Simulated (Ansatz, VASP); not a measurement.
Li: VASP beside Ansatz

```
Li
1.0
     1.55050    0.89518    7.51242
    -1.55050    0.89518    7.51242
     0.00000   -1.79036    7.51242
Li
3
Direct
  0.00000 0.00000 0.00000
  0.22200 0.22200 0.22200
  0.77800 0.77800 0.77800
```

Change from the starting cell: zz strain of -1 %, crystal datasets.

Alike in both runs: task electric field gradients; functional PBEsol; k mesh 12 × 12 × 12; occupations fermi-dirac, width 0.05 eV; no spin polarisation.

|  | VASP | Ansatz |
| --- | --- | --- |
| version | VASP 6.6.1 | Ansatz 0.2.0 |
| potentials or method | VASP PAW PBE potentials, release 64 (Li_sv), cutoff 520 eV | all-electron PAW with datasets made for the crystal, scalar-relativistic |

|  | VASP | Ansatz | Ansatz less VASP |
| --- | --- | --- | --- |
| rms of the force components (eV/Å) | 0.004 | 0.004 | -0.0001 |
| size of Vzz on the site where it differs most (V/Å²) | 0.1 | 0.1 | -0.03 |

VASP's potentials were made for PBE, not for PBEsol. Atom by atom the forces differ by 0.000 eV/Å (rms over components). Ansatz ran all-electron here, and VASP with PAW potentials.

Noted on VASP's run: the cutoff is under 1.25 times that of the potentials, so the pressure is a little rough.
